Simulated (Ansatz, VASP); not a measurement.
# Two plane-wave programs on KBr

POSCAR

```
KBr
1.0
    3.3000000000      3.3000000000      0.0000000000
   -3.3000000000      3.3000000000      0.0000000000
    0.0000000000      3.3000000000      3.3000000000
K Br
1 1
Direct
    0.0000000000      0.0000000000      0.0000000000
    0.5000000000      0.5000000000      0.0000000000
```

INCAR.step1

```
  PREC = Accurate
  ENCUT = 600
  ISMEAR = -1
  SIGMA = 0.1
  LREAL = False
  LASPH = True
  NELM = 80
  GGA = PE
  ALGO = Normal
  EDIFF = 1E-4
  LWAVE = True
  LCHARG = False
```

File INCAR.step2:

```
  PREC = Accurate
  ENCUT = 600
  EDIFF = 1E-6
  ISMEAR = -1
  SIGMA = 0.1
  LREAL = False
  LASPH = True
  NELM = 80
  ALGO = Normal
  ISIF = 3
  LWAVE = False
  LCHARG = False
  METAGGA = R2SCAN
  LMIXTAU = True
  IBRION = 2
  NSW = 100
  EDIFFG = -0.002
  ISTART = 1
```

The input KPOINTS:

```
Automatic mesh
0
Gamma
  10 10 10
```

Input for Ansatz:

```yaml
crystal:
  lattice:
    - [3.3, 3.3, 0.0]
    - [-3.3, 3.3, 0.0]
    - [0.0, 3.3, 3.3]
  atoms:
    - { symbol: K, position: [0.0, 0.0, 0.0] }
    - { symbol: Br, position: [0.5, 0.5, 0.0] }
kpoints:
  mp_grid: { grid: [10, 10, 10] }
scf:
  occupations: { method: fermi_dirac, width: 0.1 }
hamiltonian:
  xc: r2scan
  pseudopotentials: { kind: paw }
relax:
  f_tol: 0.002
  max_steps: 80
  cell: {}
output:
  forces: true
  stress: true
```

Alike in both runs: task relaxation of cell and atoms; functional r2SCAN; k mesh 10 × 10 × 10; occupations fermi-dirac, width 0.1 eV; no spin polarisation.

|  | VASP | Ansatz |
| --- | --- | --- |
| version | VASP 6.6.1 | Ansatz 0.2.0 |
| potentials or method | VASP PAW PBE potentials, release 64 (K_sv, Br) | PAW with Ansatz's default frozen-core files, scalar-relativistic |
| plane-wave cutoff (eV) | 600 | 500 |
| valence electrons in the cell | 16 | 16 |

```csv
,VASP,Ansatz,Ansatz less VASP
relaxed volume (Å³/atom),36.11,36.01,-0.096
relaxed length of the cell vector where the two differ most in proportion (Å),4.674,4.670,-0.0041
```

VASP's potentials were made for PBE, not for r2SCAN.
